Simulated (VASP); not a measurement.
# C (Fd-3m) in VASP: single point with PBE

Aim: the single point of C with PBE.

Everything below comes from runs of VASP 6.6.1. Logs are shortened: lines on timing, memory, paths and dates and some standing lists are left out, and cuts for length are marked.

### Step 1. The cell of the first run

The structure is cubic, space group Fd-3m (No. 227). Conventional cell: a = 3.572 Å, b = 3.572 Å, c = 3.572 Å, α = 90.00°, β = 90.00°, γ = 90.00°. C (site symmetry -43m) has 4 C at 1.55 Å within 2.1 Å.

### Step 2. Single point, PBE

Contents of INCAR:

```
SYSTEM = C
ALGO = Normal
EDIFF = 1E-6
ENCUT = 600
GGA = PE
GGA_COMPAT = .False.
ISIF = 2
ISMEAR = 0
LASPH = .True.
LCHARG = .False.
LREAL = .False.
LWAVE = .False.
NBANDS = 11
NELM = 120
PREC = Accurate
SIGMA = 0.02
```

Contents of KPOINTS:

```
k-points
0
Gamma
  16 16 16
  0 0 0
```

Contents of POSCAR:

```
C
1.0
    0.0000000000      1.7857918744      1.7857918744
    1.7857918744      0.0000000000      1.7857918744
    1.7857918744      1.7857918744      0.0000000000
C
2
Direct
    0.0000000000      0.0000000000      0.0000000000
    0.2500000000      0.2500000000      0.2500000000
```

Potentials or basis: VASP PAW PBE potentials, release 64 (C).

Run with:

```bash
cat potpaw_PBE.64/C/POTCAR > POTCAR
mpirun -np 1 vasp_std > vasp.out
```

OUTCAR:

```text
SYSTEM = C
   EDIFF = 1E-6
   ENCUT = 600
   GGA = PE
   ISIF = 2
   ISMEAR = 0
   LASPH = .True.
   LREAL = .False.
   NELM = 120
   PREC = Accurate

 ion  position               nearest neighbor table
   1  0.000  0.000  0.000-   2 1.55   2 1.55   2 1.55   2 1.55
   2  0.250  0.250  0.250-   1 1.55   1 1.55   1 1.55   1 1.55

  LATTYP: Found a face centered cubic cell.
 ALAT       =     3.5715837488

  Lattice vectors:

 A1 = (   0.0000000000,   1.7857918744,   1.7857918744)
 A2 = (   1.7857918744,   0.0000000000,   1.7857918744)
 A3 = (   1.7857918744,   1.7857918744,   0.0000000000)

Analysis of symmetry for initial positions (statically):
[... 6 lines left out ...]

 Subroutine GETGRP returns: Found 48 space group operations
 (whereof 24 operations were pure point group operations)
 out of a pool of 48 trial point group operations.

The static configuration has the point symmetry T_d .
 The point group associated with its full space group is O_h .

Analysis of symmetry for dynamics (positions and initial velocities):
[... 6 lines left out ...]

 Subroutine GETGRP returns: Found 48 space group operations
 (whereof 24 operations were pure point group operations)
 out of a pool of 48 trial point group operations.

The dynamic configuration has the point symmetry T_d .
 The point group associated with its full space group is O_h .

 Subroutine INISYM returns: Found 48 space group operations
 (whereof 24 operations are pure point group operations),
 and found     1 'primitive' translations

----------------------------------------------------------------------------------------

                                     Primitive cell

  volume of cell :      11.3900

  direct lattice vectors                    reciprocal lattice vectors
     0.000000000  1.785791874  1.785791874    -0.279987835  0.279987835  0.279987835
     1.785791874  0.000000000  1.785791874     0.279987835 -0.279987835  0.279987835
     1.785791874  1.785791874  0.000000000     0.279987835  0.279987835 -0.279987835

  length of vectors
     2.525491088  2.525491088  2.525491088     0.484953155  0.484953155  0.484953155

  position of ions in fractional coordinates (direct lattice)
     0.000000000  0.000000000  0.000000000
     0.250000000  0.250000000  0.250000000

  ion indices of the primitive-cell ions
   primitive index   ion index
                 1           1
                 2           2

----------------------------------------------------------------------------------------

 KPOINTS: k-points

Automatic generation of k-mesh.
 Grid dimensions read from file:
 generate k-points for:   16   16   16

 Generating k-lattice:

  Cartesian coordinates                     Fractional coordinates (reciprocal lattice)
    -0.017499240  0.017499240  0.017499240     0.062500000  0.000000000  0.000000000
     0.017499240 -0.017499240  0.017499240     0.000000000  0.062500000  0.000000000
     0.017499240  0.017499240 -0.017499240     0.000000000  0.000000000  0.062500000

  Length of vectors
     0.030309572  0.030309572  0.030309572

  Shift w.r.t. Gamma in fractional coordinates (k-lattice)
     0.000000000  0.000000000  0.000000000

 Subroutine IBZKPT returns following result:
 ===========================================

 Found    145 irreducible k-points:

 Following reciprocal coordinates:
            Coordinates               Weight
  0.000000  0.000000  0.000000      1.000000
  0.062500  0.000000  0.000000      8.000000
  0.125000  0.000000  0.000000      8.000000
  0.187500  0.000000  0.000000      8.000000
  0.250000  0.000000  0.000000      8.000000
  0.312500  0.000000  0.000000      8.000000
[... 16 lines left out ...]
 -0.125000  0.062500  0.000000     24.000000
 -0.062500  0.062500  0.000000     12.000000
 [... further k-points ...]
   k-points           NKPTS =    145   k-points in BZ     NKDIM =    145   number of bands    NBANDS=     11
   number of dos      NEDOS =    301   number of ions     NIONS =      2
   total plane-waves  NPLWV =   8000
   dimension x,y,z NGX =    20 NGY =   20 NGZ =   20
   dimension x,y,z NGXF=    40 NGYF=   40 NGZF=   40
   ions per type =               2
   NGX,Y,Z   is equivalent  to a cutoff of  13.17, 13.17, 13.17 a.u.
   NGXF,Y,Z  is equivalent  to a cutoff of  26.33, 26.33, 26.33 a.u.
 SYSTEM =  C
   PREC   = accura    normal or accurate (medium, high low for compatibility)
   ISTART =      0    job   : 0-new  1-cont  2-samecut
   ICHARG =      2    charge: 1-file 2-atom 10-const
   ISPIN  =      1    spin polarized calculation?
   LNONCOLLINEAR =      F non collinear calculations
   LSORBIT =      F    spin-orbit coupling
   LASPH  =      T    aspherical Exc in radial PAW
   ENCUT  =  600.0 eV  44.10 Ry    6.64 a.u.   5.04  5.04  5.04*2*pi/ulx,y,z
   NELM   =    120;   NELMIN=  2; NELMDL= -5     # of ELM steps
   EDIFF  = 0.1E-05   stopping-criterion for ELM
   LREAL  =      F    real-space projection
   EDIFFG = 0.1E-04   stopping-criterion for IOM
   NSW    =      0    number of steps for IOM
   IBRION =     -1    ionic relax: 0-MD 1-quasi-New 2-CG
   NFREE  =      0    steps in history (QN), initial steepest desc. (CG)
   ISIF   =      2    stress and relaxation
   ISYM   =      2    0-nonsym 1-usesym 2-fastsym
   POTIM  = 0.5000    time-step for ionic-motion
   TEBEG  =    0.0;   TEEND  =   0.0 temperature during run
   PSTRESS=    0.0 pullay stress
   NELECT =       8.0000    total number of electrons
   NUPDOWN=      -1.0000    fix difference up-down
   EMIN   =  10.00;   EMAX   =-10.00  energy-range for DOS
   EFERMI =   0.00;   METHOD = LEGACY
   ISMEAR =     0;   SIGMA  =   0.02  broadening in eV -4-tet -1-fermi 0-gaus
   EFERMI_NEDOS =   21; number of points for ismear=-14 and -15
   IALGO  =     38    algorithm
   IMIX   =      4    mixing-type and parameters
     AMIX     =   0.40;   BMIX     =  1.00
     AMIX_MAG =   1.60;   BMIX_MAG =  1.00
  volume/ion in A,a.u.               =       5.69        38.43
  Fermi-wavevector in a.u.,A,eV,Ry     =   1.455227  2.749980 28.812850  2.117685
  Thomas-Fermi vector in A             =   2.572286
   LORBIT       =      0    0 simple, 1 ext, 2 COOP (PROOUT), +10 PAW based schemes
   GGA     = PE    functional components
   LHFCALC =     F    Hartree Fock is set to
   AEXX    =    0.0000 exact exchange contribution
   IVDW    =     0    specifies the selected vdW correction
   LEPSILON=     F    determine dielectric tensor
   LRPA    =     F    only Hartree local field effects (RPA)
 non-spin polarized calculation
 Gauss-broadening in eV      SIGMA  =   0.02
  energy-cutoff  :      600.00
  volume of cell :       11.39
 maximum number of plane-waves:       392
   NGX =  9   NGY =  9   NGZ =  9

 number of electron       7.9999999 magnetization

 Free energy of the ion-electron system (eV)
  ---------------------------------------------------
  ext. energy  EPLUGINS =         0.00000000
  ---------------------------------------------------
  free energy    TOTEN  =       -18.19051370 eV

  energy without entropy =      -18.19051370  energy(sigma->0) =      -18.19051370

 E-fermi :   9.9041     XC(G=0): -13.2303

 val. band max:        9.6696977788   @ k =   0.0000   0.0000   0.0000
 cond. band min:      13.7937216167   @ k =   0.3750   0.3750   0.0000
 fundamental gap:      4.1240238378
 Fermi energy:         9.9040801478

 k-point     1 :       0.0000    0.0000    0.0000
  band No.  band energies     occupation
      1     -11.7521      2.00000
      2       9.6697      2.00000
      3       9.6697      2.00000
      4       9.6697      2.00000
      5      15.2487      0.00000
      6      15.2487      0.00000
      7      15.2487      0.00000
      8      22.9078      0.00000
      9      28.9127      0.00000
     10      36.1612      0.00000
     11      36.1612      0.00000

 k-point     2 :       0.0625    0.0000    0.0000
  band No.  band energies     occupation
      1     -11.6444      2.00000
      2       8.9391      2.00000
      3       9.4812      2.00000
      4       9.4812      2.00000
      5      15.4949      0.00000
      6      15.4949      0.00000
      7      15.6892      0.00000
      8      23.0021      0.00000
      9      29.0987      0.00000
     10      34.5920      0.00000
     11      34.5920      0.00000

 k-point     3 :       0.1250    0.0000    0.0000
  band No.  band energies     occupation
      1     -11.3214      2.00000
      2       7.2623      2.00000
      3       9.0201      2.00000
      4       9.0201      2.00000
      5      16.1031      0.00000
      6      16.1031      0.00000
      7      16.5244      0.00000
      8      23.2817      0.00000
      9      29.5617      0.00000
     10      33.1161      0.00000
     11      33.1161      0.00000

 k-point     4 :       0.1875    0.0000    0.0000
  band No.  band energies     occupation
      1     -10.7856      2.00000
      2       5.2272      2.00000
      3       8.4636      2.00000
      4       8.4636      2.00000
      5      16.8219      0.00000
      6      16.8219      0.00000
      7      17.2587      0.00000
      8      23.7182      0.00000
      9      30.0463      0.00000
     10      32.2293      0.00000
     11      32.2293      0.00000
[... 239 lines left out ...]
 k-point    22 :      -0.1875    0.0625    0.0000
  band No.  band energies     occupation
      1     -10.4658      2.00000
      2       4.5490      2.00000
      3       7.3374      2.00000
      4       8.6360      2.00000
      5      16.6872      0.00000
      6      17.6017      0.00000
      7      17.7606      0.00000
      8      23.7041      0.00000
      9      30.2960      0.00000
     10      30.8528      0.00000
     11      32.7954      0.00000

 k-point    23 :      -0.1250    0.0625    0.0000
  band No.  band energies     occupation
      1     -11.0708      2.00000
      2       6.5858      2.00000
      3       7.8995      2.00000
      4       9.1547      2.00000
      5      16.0161      0.00000
      6      16.8394      0.00000
      7      17.1525      0.00000
      8      23.3670      0.00000
      9      29.8740      0.00000
     10      31.5208      0.00000
     11      33.1563      0.00000

 k-point    24 :      -0.0625    0.0625    0.0000
  band No.  band energies     occupation
      1     -11.4648      2.00000
      2       8.2509      2.00000
      3       8.6026      2.00000
      4       9.4899      2.00000
      5      15.5400      0.00000
      6      16.0608      0.00000
      7      16.3526      0.00000
      8      23.1273      0.00000
      9      29.3834      0.00000
     10      32.8050      0.00000
     11      34.0990      0.00000

 [... further k-points ...]
[... 5 lines left out ...]
  --------------------------------------------------------------------------------------
  -------------------------------------------------------------------------------------
  Total       -0.0005498     -0.0005498     -0.0005498      0.0000000      0.0000000     -0.0000000
  in kB       -0.0773326     -0.0773326     -0.0773326      0.0000000      0.0000000     -0.0000000
  external PRESSURE =      -0.0773326 kB  Pullay stress =       0.0000000 kB

 VOLUME and BASIS-vectors are now :
 -----------------------------------------------------------------------------
  energy-cutoff  :      600.00
  volume of cell :       11.39
      direct lattice vectors                 reciprocal lattice vectors
     0.000000000  1.785791874  1.785791874    -0.279987835  0.279987835  0.279987835
     1.785791874  0.000000000  1.785791874     0.279987835 -0.279987835  0.279987835
     1.785791874  1.785791874  0.000000000     0.279987835  0.279987835 -0.279987835

 POSITION                                       TOTAL-FORCE (eV/Angst)
 -----------------------------------------------------------------------------------
      0.00000      0.00000      0.00000         0.000000      0.000000      0.000000
      0.89290      0.89290      0.89290        -0.000000     -0.000000     -0.000000
 -----------------------------------------------------------------------------------
    total drift:                                0.000000      0.000000      0.000000

  FREE ENERGIE OF THE ION-ELECTRON SYSTEM (eV)
  ---------------------------------------------------
  free  energy   TOTEN  =       -18.1905136961 eV

  energy  without entropy=      -18.1905136961  energy(sigma->0) =      -18.19051370
```

Run time: 24 s. Hardware: 1 thread of Intel Xeon 8259CL, shared host; peak memory 0.13 GiB.

Results:

| Property | Result |
| --- | --- |
| Free energy | -18.1905 eV |
| Pressure | 0.0 GPa |
| Band gap on the k mesh | 4.12 eV, indirect (least direct gap 5.58 eV) |

Levels at points of the mesh, in eV from the valence-band top:
| k point | band 2 | band 3 | band 4 | band 5 | band 6 | band 7 |
| --- | --- | --- | --- | --- | --- | --- |
| (0.00, 0.00, 0.00) | 0.00 | 0.00 | 0.00 | 5.58 | 5.58 | 5.58 |
| (0.50, 0.00, 0.00) | -13.33 | -2.79 | -2.79 | 8.44 | 8.44 | 8.79 |
| (0.50, 0.50, 0.00) | -12.74 | -6.27 | -6.27 | 4.75 | 4.75 | 16.74 |

A k mesh can miss the band edges. Expect the measured gap to be larger: semilocal functionals such as PBE lack the derivative discontinuity.
